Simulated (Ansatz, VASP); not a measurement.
**Two plane-wave programs on LiF**

INCAR

```
SYSTEM = LiF
PREC = Accurate
ENCUT = 520
EDIFF = 1E-6
ISMEAR = 0
SIGMA = 0.05
LREAL = .FALSE.
LASPH = .TRUE.
NELM = 80
ALGO = Normal
ISIF = 2
LWAVE = .FALSE.
LCHARG = .TRUE.
LELF = .TRUE.
LVHAR = .TRUE.
NBANDS = 18
```

The input KPOINTS:

```
regular mesh
0
G
  9 9 6
  0 0 0
```

POSCAR

```
LiF
1.0
    3.0976209951      0.0000000000      0.0000000000
   -1.5488104975      2.6826184730      0.0000000000
    0.0000000000      0.0000000000      4.4580961361
Li F
2 2
Direct
    0.3333333333      0.6666666667      0.3371874601
    0.6666666667      0.3333333333      0.8371874601
    0.3333333333      0.6666666667      0.9910195924
    0.6666666667      0.3333333333      0.4910195924
```

Input for Ansatz:

```yaml
crystal:
  lattice:
    - [3.0976209951, 0.0, 0.0]
    - [-1.5488104975, 2.682618473, 0.0]
    - [0.0, 0.0, 4.4580961361]
  atoms:
    - { symbol: Li, position: [0.3333333333, 0.6666666667, 0.3371874601] }
    - { symbol: Li, position: [0.6666666667, 0.3333333333, 0.8371874601] }
    - { symbol: F, position: [0.3333333333, 0.6666666667, 0.9910195924] }
    - { symbol: F, position: [0.6666666667, 0.3333333333, 0.4910195924] }
basis:
  ecutwfc: 520.0
kpoints:
  mp_grid: { grid: [9, 9, 6] }
hamiltonian:
  xc: lda
scf:
  occupations: { method: gaussian, width: 0.05 }
output:
  forces: true
  stress: true
  eigenvalues: true
```

Alike in both runs: task single point; functional LDA; k mesh 9 × 9 × 6; occupations gaussian, width 0.05 eV; no spin polarisation.

|  | VASP | Ansatz |
| --- | --- | --- |
| version | VASP 6.6.1 | Ansatz 0.2.0 |
| potentials or method | VASP PAW LDA potentials, release 64 (Li_sv, F), cutoff 520 eV | scalar-relativistic, plane waves, PAW |
| valence electrons in the cell | 20 | 20 |

Ansatz gave:

```
gap on the k mesh at the Fermi level (eV) : 7.88
least direct gap on the mesh (eV)         : 7.88
rms of the force components (eV/Å)        : 1.462
```

Task: What did VASP give for the same quantities?

Result: gap on the k mesh at the Fermi level (eV): 7.87; least direct gap on the mesh (eV): 7.87; rms of the force components (eV/Å): 1.509.

LDA's correlation is that of Perdew and Zunger in VASP and of Perdew and Wang (1992) in Ansatz. Atom by atom the forces differ by 0.047 eV/Å (rms over components).

Noted on VASP's run: the cutoff is under 1.25 times that of the potentials, so the pressure is a little rough.
